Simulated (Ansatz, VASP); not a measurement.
## Ag in VASP and in Ansatz

The input INCAR:

```
ALGO = Normal ; EDIFF = 1E-6
EDIFFG = -0.01 ; ENCUT = 600
GGA = PS ; IBRION = 2
ISIF = 3 ; ISMEAR = -1
LASPH = True ; LCHARG = False
LREAL = False ; LWAVE = False
NELM = 80 ; NSW = 80
PREC = Accurate ; SIGMA = 0.1
```

KPOINTS

```
k-points
0
Gamma
  13 13 13
```

POSCAR

```
Ag
1.0
    0.0000000000      2.0431000000      2.0431000000
    2.0431000000      0.0000000000      2.0431000000
    2.0431000000      2.0431000000      0.0000000000
Ag
1
Direct
    0.0000000000      0.0000000000      0.0000000000
```

Input for Ansatz:

```yaml
crystal:
  lattice:
    - [0.0, 2.0431, 2.0431]
    - [2.0431, 0.0, 2.0431]
    - [2.0431, 2.0431, 0.0]
  atoms:
    - { symbol: Ag, position: [0.0, 0.0, 0.0] }
hamiltonian:
  xc: pbesol
  pseudopotentials:
    kind: paw
    azcp:
      Ag: "pseudopotentials/Ag.paw.azcp"
basis:
  ecutwfc: 420
  fft_grid_basis: typed
kpoints:
  mp_grid: { grid: [13, 13, 13], shift: [0, 0, 0] }
magnetization:
  spin_polarized: false
scf:
  occupations: { method: fermi_dirac, width: 0.1 }
relax:
  max_steps: 60
  f_tol: 0.01
  cell: {}
```

Alike in both runs: task relaxation of cell and atoms; functional PBEsol; k mesh 13 × 13 × 13; occupations fermi-dirac, width 0.1 eV; no spin polarisation.

```csv
,VASP,Ansatz
version,VASP 6.6.1,Ansatz 0.2.0
potentials or method,"VASP PAW PBE potentials, release 64 (Ag), cutoff 600 eV","plane waves (420 eV) with PAW, scalar-relativistic"
valence electrons in the cell,11,19
```

Ansatz gave:

```
relaxed volume (Å³/atom)                                     : 16.64
relaxed cell length with the largest relative difference (Å) : 2.865
```

Q: Which values does VASP return?

A: Relaxed volume (Å³/atom): 16.60; relaxed cell length with the largest relative difference (Å): 2.864.

VASP's potentials were made for PBE, not for PBEsol, and Ansatz warns of the same on its side. VASP's potentials hold 11 valence electrons a cell and Ansatz's 19, so a difference there can come from the potentials and not from the codes.
